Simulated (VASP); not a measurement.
# CrO2 (R-3m) in VASP: single point with PBE

Aim: the single point of CrO2 with PBE.

Program: VASP 6.6.1. These are calculated values, not measurements. Logs are shortened: lines on timing, memory, paths and dates and some standing lists are left out, and cuts for length are marked.

## Step 1: The cell of the first run

The structure is trigonal, space group R-3m (No. 166). The conventional cell has a = 2.980 Å, b = 2.980 Å, c = 14.370 Å, α = 90.00°, β = 90.00°, γ = 120.00°. Cr (site symmetry -3m) has 6 O at 1.95 Å within 2.6 Å. O (site symmetry 3m) has 3 Cr at 1.95 Å and 3 O at 2.52 Å within 2.6 Å.

## Step 2: Single point, PBE, collinear spin, ferromagnetic start

INCAR

```
PREC = Accurate
ENCUT = 700
EDIFF = 1E-6
ISMEAR = 0
SIGMA = 0.1
LREAL = F
LASPH = T
NELM = 200
ALGO = Normal
ISIF = 2
LWAVE = F
LCHARG = T
ISPIN = 2
MAGMOM = -3 0 0
LORBIT = 11
LMAXMIX = 4
GGA = PE
LELF = T
LVHAR = T
NBANDS = 24
GGA_COMPAT = F
```

KPOINTS

```
Automatic mesh
0
Gamma
  6 6 6
```

POSCAR

```
CrO2
1.0
    1.4899679969      0.8602334241      4.7899538005
   -1.4899679969      0.8602334241      4.7899538005
    0.0000000000     -1.7204668482      4.7899538005
Cr O
1 2
Direct
    0.5000000000      0.5000000000      0.5000000000
    0.7690820000      0.7690820000      0.7690820000
    0.2309180000      0.2309180000      0.2309180000
```

Potentials or basis: VASP PAW PBE potentials, release 64 (Cr_sv, O).

The run is started by

```console
> cat potpaw_PBE.64/Cr_sv/POTCAR potpaw_PBE.64/O/POTCAR > POTCAR
> mpirun -np 1 vasp_std > vasp.out
```

OUTCAR:

```text
PREC = Accurate
   ENCUT = 700
   EDIFF = 1E-6
   ISMEAR = 0
   LREAL = F
   LASPH = T
   NELM = 200
   ISIF = 2
   ISPIN = 2
   LORBIT = 11
   GGA = PE

 ion  position               nearest neighbor table
   1  0.500  0.500  0.500-   3 1.95   3 1.95   2 1.95   2 1.95   3 1.95   2 1.95
   2  0.769  0.769  0.769-   1 1.95   1 1.95   1 1.95
   3  0.231  0.231  0.231-   1 1.95   1 1.95   1 1.95

  LATTYP: Found a trigonal (rhomboedric) cell.
 ALAT       =     5.0895641844
 COS(alpha) =     0.8285953163

  Lattice vectors:

 A1 = (   1.4899679969,   0.8602334241,   4.7899538005)
 A2 = (  -1.4899679969,   0.8602334241,   4.7899538005)
 A3 = (   0.0000000000,  -1.7204668482,   4.7899538005)

Analysis of symmetry for initial positions (statically):
=====================================================================
 Subroutine PRICEL returns:
 Original cell was already a primitive cell.

 Routine SETGRP: Setting up the symmetry group for a
 trigonal (rhombohedral) supercell.

 Subroutine GETGRP returns: Found 12 space group operations
 (whereof 12 operations were pure point group operations)
 out of a pool of 12 trial point group operations.

The static configuration has the point symmetry D_3d.

Analysis of symmetry for dynamics (positions and initial velocities):
=====================================================================
 Subroutine PRICEL returns:
 Original cell was already a primitive cell.

 Routine SETGRP: Setting up the symmetry group for a
 trigonal (rhombohedral) supercell.

 Subroutine GETGRP returns: Found 12 space group operations
 (whereof 12 operations were pure point group operations)
 out of a pool of 12 trial point group operations.

The dynamic configuration has the point symmetry D_3d.

Analysis of structural, dynamic, and magnetic symmetry:
=====================================================================
 Subroutine PRICEL returns:
 Original cell was already a primitive cell.

 Routine SETGRP: Setting up the symmetry group for a
 trigonal (rhombohedral) supercell.

 Subroutine GETGRP returns: Found 12 space group operations
 (whereof 12 operations were pure point group operations)
 out of a pool of 12 trial point group operations.

The overall configuration has the point symmetry D_3d.

 Subroutine INISYM returns: Found 12 space group operations
 (whereof 12 operations are pure point group operations),
 and found     1 'primitive' translations

----------------------------------------------------------------------------------------

                                     Primitive cell

  volume of cell :      36.8363

  direct lattice vectors                    reciprocal lattice vectors
     1.489967997  0.860233424  4.789953801     0.335577678  0.193745862  0.069590094
    -1.489967997  0.860233424  4.789953801    -0.335577678  0.193745862  0.069590094
     0.000000000 -1.720466848  4.789953801     0.000000000 -0.387491725  0.069590094

  length of vectors
     5.089564184  5.089564184  5.089564184     0.393691018  0.393691018  0.393691018

  position of ions in fractional coordinates (direct lattice)
     0.500000000  0.500000000  0.500000000
     0.769082000  0.769082000  0.769082000
     0.230918000  0.230918000  0.230918000

  ion indices of the primitive-cell ions
   primitive index   ion index
                 1           1
                 2           2
                 3           3

----------------------------------------------------------------------------------------

 KPOINTS: Automatic mesh

Automatic generation of k-mesh.
 Grid dimensions read from file:
 generate k-points for:    6    6    6

 Generating k-lattice:

  Cartesian coordinates                     Fractional coordinates (reciprocal lattice)
     0.055929613  0.032290977  0.011598349     0.166666667 -0.000000000  0.000000000
    -0.055929613  0.032290977  0.011598349    -0.000000000  0.166666667  0.000000000
     0.000000000 -0.064581954  0.011598349     0.000000000  0.000000000  0.166666667

  Length of vectors
     0.065615170  0.065615170  0.065615170

  Shift w.r.t. Gamma in fractional coordinates (k-lattice)
     0.000000000  0.000000000  0.000000000

 Subroutine IBZKPT returns following result:
 ===========================================

 Found     32 irreducible k-points:

 Following reciprocal coordinates:
            Coordinates               Weight
  0.000000  0.000000  0.000000      1.000000
  0.166667  0.000000 -0.000000      6.000000
  0.333333  0.000000 -0.000000      6.000000
  0.500000  0.000000 -0.000000      3.000000
  0.166667  0.166667 -0.000000      6.000000
  0.333333  0.166667 -0.000000     12.000000
[... 16 lines left out ...]
  0.500000  0.500000  0.166667      6.000000
 -0.333333  0.500000  0.166667     12.000000
 [... further k-points ...]
   k-points           NKPTS =     32   k-points in BZ     NKDIM =     32   number of bands    NBANDS=     24
   number of dos      NEDOS =    301   number of ions     NIONS =      3
   total plane-waves  NPLWV = 110592
   dimension x,y,z NGX =    48 NGY =   48 NGZ =   48
   dimension x,y,z NGXF=    96 NGYF=   96 NGZF=   96
   ions per type =               1   2
   NGX,Y,Z   is equivalent  to a cutoff of  15.68, 15.68, 15.68 a.u.
   NGXF,Y,Z  is equivalent  to a cutoff of  31.36, 31.36, 31.36 a.u.
 SYSTEM =  unknown system
   PREC   = accura    normal or accurate (medium, high low for compatibility)
   ISTART =      0    job   : 0-new  1-cont  2-samecut
   ICHARG =      2    charge: 1-file 2-atom 10-const
   ISPIN  =      2    spin polarized calculation?
   LNONCOLLINEAR =      F non collinear calculations
   LSORBIT =      F    spin-orbit coupling
   LASPH  =      T    aspherical Exc in radial PAW
   ENCUT  =  700.0 eV  51.45 Ry    7.17 a.u.  10.98 10.98 10.98*2*pi/ulx,y,z
   NELM   =    200;   NELMIN=  2; NELMDL= -5     # of ELM steps
   EDIFF  = 0.1E-05   stopping-criterion for ELM
   LREAL  =      F    real-space projection
   EDIFFG = 0.1E-04   stopping-criterion for IOM
   NSW    =      0    number of steps for IOM
   IBRION =     -1    ionic relax: 0-MD 1-quasi-New 2-CG
   NFREE  =      0    steps in history (QN), initial steepest desc. (CG)
   ISIF   =      2    stress and relaxation
   ISYM   =      2    0-nonsym 1-usesym 2-fastsym
   POTIM  = 0.5000    time-step for ionic-motion
   TEBEG  =    0.0;   TEEND  =   0.0 temperature during run
   PSTRESS=    0.0 pullay stress
   NELECT =      26.0000    total number of electrons
   NUPDOWN=      -1.0000    fix difference up-down
   EMIN   =  10.00;   EMAX   =-10.00  energy-range for DOS
   EFERMI =   0.00;   METHOD = LEGACY
   ISMEAR =     0;   SIGMA  =   0.10  broadening in eV -4-tet -1-fermi 0-gaus
   EFERMI_NEDOS =   21; number of points for ismear=-14 and -15
   IALGO  =     38    algorithm
   IMIX   =      4    mixing-type and parameters
     AMIX     =   0.40;   BMIX     =  1.00
     AMIX_MAG =   1.60;   BMIX_MAG =  1.00
  volume/ion in A,a.u.               =      12.28        82.86
  Fermi-wavevector in a.u.,A,eV,Ry     =   1.457608  2.754479 28.907215  2.124620
  Thomas-Fermi vector in A             =   2.574389
   LORBIT       =     11    0 simple, 1 ext, 2 COOP (PROOUT), +10 PAW based schemes
   GGA     = PE    functional components
   LHFCALC =     F    Hartree Fock is set to
   AEXX    =    0.0000 exact exchange contribution
   IVDW    =     0    specifies the selected vdW correction
   LEPSILON=     F    determine dielectric tensor
   LRPA    =     F    only Hartree local field effects (RPA)
 spin polarized calculation
 Gauss-broadening in eV      SIGMA  =   0.10
  energy-cutoff  :      700.00
  volume of cell :       36.84
 maximum number of plane-waves:      1568
 NGX is ok and might be reduce to    48
   NGX = 21   NGY = 21   NGZ = 21

 number of electron      25.9999999 magnetization      -2.0000305

 Free energy of the ion-electron system (eV)
  ---------------------------------------------------
  ext. energy  EPLUGINS =         0.00000000
  ---------------------------------------------------
  free energy    TOTEN  =       -24.81414920 eV

  energy without entropy =      -24.80318336  energy(sigma->0) =      -24.80866628

 E-fermi :   3.6615     XC(G=0): -10.1289

 val. band max:        3.6427725685   @ k =   0.5000   0.5000   0.1667
 cond. band min:       3.6626481278   @ k =  -0.1667   0.1667   0.1667
 fundamental gap:      0.0198755593
 Fermi energy:         3.6614757787

 spin component 1

 k-point     1 :       0.0000    0.0000    0.0000
  band No.  band energies     occupation
      1     -67.4375      1.00000
      2     -38.7121      1.00000
      3     -38.7121      1.00000
      4     -38.7012      1.00000
      5     -15.5904      1.00000
      6     -13.5505      1.00000
[... 16 lines left out ...]
     23      24.2800      0.00000
     24      26.1508      0.00000
[... 598 lines left out ...]
      2     -38.8934      1.00000
      3     -38.7848      1.00000
      4     -38.6636      1.00000
      5     -14.2694      1.00000
      6     -14.0600      1.00000
[... 16 lines left out ...]
     23      22.0007      0.00000
     24      24.3135      0.00000

 [... further k-points ...]

 spin component 2

 k-point     1 :       0.0000    0.0000    0.0000
  band No.  band energies     occupation
      1     -69.7567      1.00000
      2     -41.0495      1.00000
      3     -40.9521      1.00000
      4     -40.9521      1.00000
      5     -15.5259      1.00000
      6     -13.4156      1.00000
[... 16 lines left out ...]
     23      23.8445      0.00000
     24      25.5572      0.00000
[... 598 lines left out ...]
      2     -41.1100      1.00000
      3     -41.0199      1.00000
      4     -41.0151      1.00000
      5     -14.1648      1.00000
      6     -13.9447      1.00000
[... 16 lines left out ...]
     23      21.5761      0.00000
     24      23.7679      0.00000

 [... further k-points ...]

------------------------ aborting loop because EDIFF is reached ----------------------------------------

  FORCE on cell =-STRESS in cart. coord.  units (eV):
  Direction    XX          YY          ZZ          XY          YZ          ZX
  --------------------------------------------------------------------------------------
  -------------------------------------------------------------------------------------
  Total       -2.6950637     -2.6950637     -0.5268366      0.0000000      0.0000000      0.0000000
  in kB     -117.2205596   -117.2205596    -22.9145160      0.0000000      0.0000000      0.0000000
  external PRESSURE =     -85.7852118 kB  Pullay stress =       0.0000000 kB

 VOLUME and BASIS-vectors are now :
 -----------------------------------------------------------------------------
  energy-cutoff  :      700.00
  volume of cell :       36.84
      direct lattice vectors                 reciprocal lattice vectors
     1.489967997  0.860233424  4.789953801     0.335577678  0.193745862  0.069590094
    -1.489967997  0.860233424  4.789953801    -0.335577678  0.193745862  0.069590094
     0.000000000 -1.720466848  4.789953801     0.000000000 -0.387491725  0.069590094

 POSITION                                       TOTAL-FORCE (eV/Angst)
 -----------------------------------------------------------------------------------
      0.00000      0.00000      7.18493         0.000000      0.000000     -0.000000
      0.00000      0.00000     11.05160         0.000000     -0.000000      0.307776
      0.00000      0.00000      3.31826         0.000000      0.000000     -0.307776
 -----------------------------------------------------------------------------------
    total drift:                                0.000000      0.000000      0.000000

  FREE ENERGIE OF THE ION-ELECTRON SYSTEM (eV)
  ---------------------------------------------------
  free  energy   TOTEN  =       -24.8141491996 eV

  energy  without entropy=      -24.8031833570  energy(sigma->0) =      -24.80866628

 total charge

# of ion       s       p       d       tot
------------------------------------------
    1        2.143   6.033   3.371  11.547
    2        1.574   3.406   0.000   4.980
    3        1.574   3.406   0.000   4.980
--------------------------------------------------
tot          5.291  12.845   3.371  21.508

 magnetization (x)

# of ion       s       p       d       tot
------------------------------------------
    1       -0.015  -0.008  -1.970  -1.992
    2        0.001   0.090   0.000   0.090
    3        0.001   0.090   0.000   0.090
--------------------------------------------------
tot         -0.014   0.172  -1.970  -1.812
```

Wall time 2.1 min (1 thread of Intel Xeon 6975P-C (Granite Rapids), shared host); peak memory 0.42 GiB.

What came out:

```yaml
Free_energy: -24.8141 eV
Pressure: -8.6 GPa
Largest_force: 0.308 eV/Å
Band_gap_on_the_k_mesh: zero (filled and empty bands overlap)
Net_moment: -2.00 μB per cell
Site_moments: Cr -1.99; O +0.09 μB
Valence_electrons_inside_the_program's_atomic_spheres: Cr 11.55; O 4.98
```

Forces in eV/Å, atoms in the order of the input:
```
Cr   0.000  0.000  0.000
O    0.000  0.000  0.308
O    0.000  0.000 -0.308
```

Stress tensor (GPa, compression positive):
```
-11.72   0.00   0.00
  0.00 -11.72   0.00
  0.00   0.00  -2.29
```

Levels at points of the mesh, in eV from the Fermi level:
Spin up:
```tsv
k point	band 9	band 10	band 11	band 12	band 13	band 14	band 15	band 16
(0.00, 0.00, 0.00)	-5.07	-1.66	-1.66	-1.50	1.18	1.18	2.63	4.47
(0.50, 0.00, 0.00)	-4.17	-3.19	-2.99	-2.19	1.47	1.92	2.02	3.66
(0.50, 0.50, 0.00)	-4.13	-3.05	-2.78	-1.97	1.34	1.92	2.02	3.72
(0.50, 0.50, 0.50)	-4.57	-2.45	-1.69	-1.69	1.19	1.19	2.60	4.48
```
Spin down:
| k point | band 11 | band 12 | band 13 | band 14 | band 15 | band 16 | band 17 | band 18 |
| --- | --- | --- | --- | --- | --- | --- | --- | --- |
| (0.00, 0.00, 0.00) | -1.54 | -1.31 | -1.29 | -1.29 | 0.65 | 3.54 | 3.54 | 6.31 |
| (0.50, 0.00, 0.00) | -2.94 | -2.05 | -0.73 | -0.70 | -0.12 | 2.59 | 3.30 | 11.20 |
| (0.50, 0.50, 0.00) | -3.00 | -1.83 | -0.80 | -0.70 | -0.20 | 2.71 | 3.34 | 10.46 |
| (0.50, 0.50, 0.50) | -1.57 | -1.57 | -1.29 | -1.29 | 0.71 | 3.55 | 3.55 | 8.23 |

Caveat: the k points lie up to 0.41 Å⁻¹ apart; a cell with one magnetic atom can't hold antiferromagnetic order, which such compounds often take; semilocal functionals often make such compounds metallic where correlation or magnetic order opens a gap, which also shifts bond lengths.
